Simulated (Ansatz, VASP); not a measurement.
# One calculation of Ge, two programs

Contents of INCAR:

```
SYSTEM = Ge
ALGO = Normal
EDIFF = 1E-7
ENCUT = 520
GGA = RP
ISIF = 2
ISMEAR = -1
LASPH = .True.
LCHARG = .False.
LREAL = .False.
LWAVE = .False.
NBANDS = 13
NELM = 100
PREC = Accurate
SIGMA = 0.1
```

Contents of KPOINTS:

```
k-points
0
Gamma
  14 14 14
  0 0 0
```

File POSCAR:

```
Ge
1.0
    0.0000000000      2.1854524416      2.1854524416
    2.1854524416      0.0000000000      2.1854524416
    2.1854524416      2.1854524416      0.0000000000
Ge
1
Direct
    0.0000000000      0.0000000000      0.0000000000
```

Input for Ansatz:

```yaml
crystal:
  lattice:
    - [0.0, 2.1854524416, 2.1854524416]
    - [2.1854524416, 0.0, 2.1854524416]
    - [2.1854524416, 2.1854524416, 0.0]
  atoms:
    - { symbol: Ge, position: [0.0, 0.0, 0.0] }
hamiltonian:
  xc: rpbe
  pseudopotentials:
    kind: paw
    azcp:
      Ge: "pseudopotentials/Ge.paw.azcp"
basis:
  ecutwfc: 420
  fft_grid_basis: typed
kpoints:
  mp_grid: { grid: [14, 14, 14], shift: [0, 0, 0] }
magnetization:
  spin_polarized: false
scf:
  occupations: { method: fermi_dirac, width: 0.1 }
  lower_state_search: "off"
output:
  stress: true
```

Alike in both runs: task single point; functional RPBE; k mesh 14 × 14 × 14; occupations fermi-dirac, width 0.1 eV; no spin polarisation.

```csv
,VASP,Ansatz
version,VASP 6.6.1,Ansatz 0.2.0
potentials or method,"VASP PAW PBE potentials, release 64 (Ge_d), cutoff 520 eV","plane waves (420 eV) with PAW, scalar-relativistic"
valence electrons in the cell,14,14
```

```csv
,VASP,Ansatz,Ansatz less VASP
pressure (GPa),-1.9,-1.9,+0.01
```

VASP's potentials were made for PBE, not for RPBE. With one functional, cell and mesh, what is left measures potentials, basis and numerics.
